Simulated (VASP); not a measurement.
A run of VASP 6.6.1 is set up as follows.

INCAR

```
  ALGO = Normal
  EDIFF = 1E-7
  ENCUT = 520
  GGA = PS
  ISIF = 2
  ISMEAR = 1
  LASPH = True
  LCHARG = False
  LREAL = False
  LWAVE = False
  NBANDS = 12
  NELM = 100
  PREC = Accurate
  SIGMA = 0.001
```

Contents of KPOINTS:

```
k-points
0
Gamma
  8 8 8
```

The input POSCAR:

```
LiF
1.0
    2.5162584438      0.0000000000      0.0000000000
    0.0000000000      2.5162584438      0.0000000000
    0.0000000000      0.0000000000      2.5162584438
Li F
1 1
Direct
    0.0000000000      0.0000000000      0.0000000000
    0.5000000000      0.5000000000      0.5000000000
```

Potentials or basis: VASP PAW PBE potentials, release 64 (Li_sv, F).

Run with:

```sh
$ cat potpaw_PBE.64/Li_sv/POTCAR potpaw_PBE.64/F/POTCAR > POTCAR
$ mpirun -np 1 vasp_std > vasp.out
```

Q: Estimate the band gap on the k mesh.

A: 7.81 eV, indirect (least direct gap 8.54 eV).

 A k mesh can miss the band edges.
